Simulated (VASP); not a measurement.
Input of a VASP 6.6.1 run:

Contents of INCAR:

```
PREC     = Accurate       # precision mode
ENCUT    = 520            # plane-wave cutoff, eV
EDIFF    = 1E-6           # SCF threshold, eV
ISMEAR   = -1             # smearing method
SIGMA    = 0.08           # smearing width, eV
LREAL    = F              # projectors in reciprocal space
LASPH    = T              # aspherical terms in the spheres
NELM     = 80             # most SCF steps
ALGO     = Normal         # electronic algorithm
ISIF     = 2              # what is computed and relaxed
LWAVE    = F              # write WAVECAR
LCHARG   = F              # write CHGCAR
GGA      = PE             # functional
NBANDS   = 13             # bands
```

File KPOINTS:

```
regular mesh
0
Gamma
  17 17 17
```

The input POSCAR:

```
W
1.0
    0.0000000000      1.9992822213      1.9992822213
    1.9992822213      0.0000000000      1.9992822213
    1.9992822213      1.9992822213      0.0000000000
W
1
Direct
    0.0000000000      0.0000000000      0.0000000000
```

Potentials or basis: VASP PAW PBE potentials, release 64 (W_sv).

Run with:

```bash
$ cat potpaw_PBE.64/W_sv/POTCAR > POTCAR
$ mpirun -np 1 vasp_std > vasp.out
```

Estimate the pressure.

9.4 GPa.

Predict the band gap on the k mesh.

zero (bands 7 and 8 overlap by 3.62 eV).

Caveat: the cell stands under pressure; spin-orbit coupling is left out, which moves the levels of the heavy elements.
